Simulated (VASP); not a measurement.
A run of VASP 6.6.1:

Contents of INCAR:

```
SYSTEM = NaH
PREC = Accurate ; ENCUT = 500
EDIFF = 1E-6 ; ISMEAR = 0
SIGMA = 0.1 ; LREAL = .False.
LASPH = .True. ; NELM = 120
ALGO = Normal ; ISIF = 2
LWAVE = .False. ; LCHARG = .True.
GGA = PE ; LELF = .True.
LVHAR = .True. ; NBANDS = 26
GGA_COMPAT = .False.
```

Contents of KPOINTS:

```
regular mesh
0
Gamma
  6 6 2
  0 0 0
```

The input POSCAR:

```
NaH
1.0
    3.3767465075     -0.0000000034      0.0000000000
   -1.6883732507      2.9243482593      0.0000000000
    0.0000000000      0.0000000000     11.4895439031
Na H
4 4
Direct
    0.6666666667      0.3333333333      0.8780795698
    0.3333333333      0.6666666667      0.1219204302
    0.3333333333      0.6666666667      0.3780795698
    0.6666666667      0.3333333333      0.6219204302
    0.0000000000      0.0000000000      0.0000000000
    0.0000000000      0.0000000000      0.5000000000
    0.6666666667      0.3333333333      0.2500000000
    0.3333333333      0.6666666667      0.7500000000
```

Potentials or basis: VASP PAW PBE potentials, release 64 (Na_pv, H).

Run with:

```console
$ cat potpaw_PBE.64/Na_pv/POTCAR potpaw_PBE.64/H/POTCAR > POTCAR
$ mpirun -np 1 vasp_std > vasp.out
```

Hardware: 1 thread of Intel(R) Xeon(R) 6975P-C (Granite Rapids), on a shared host.

**Question.** Estimate the wall time of this run.

**Answer.** It took 22 s on 1 thread of Intel(R) Xeon(R) 6975P-C (Granite Rapids), on a shared host, peak memory 0.23 GiB. Counts: scf iterations 12, k points 14.
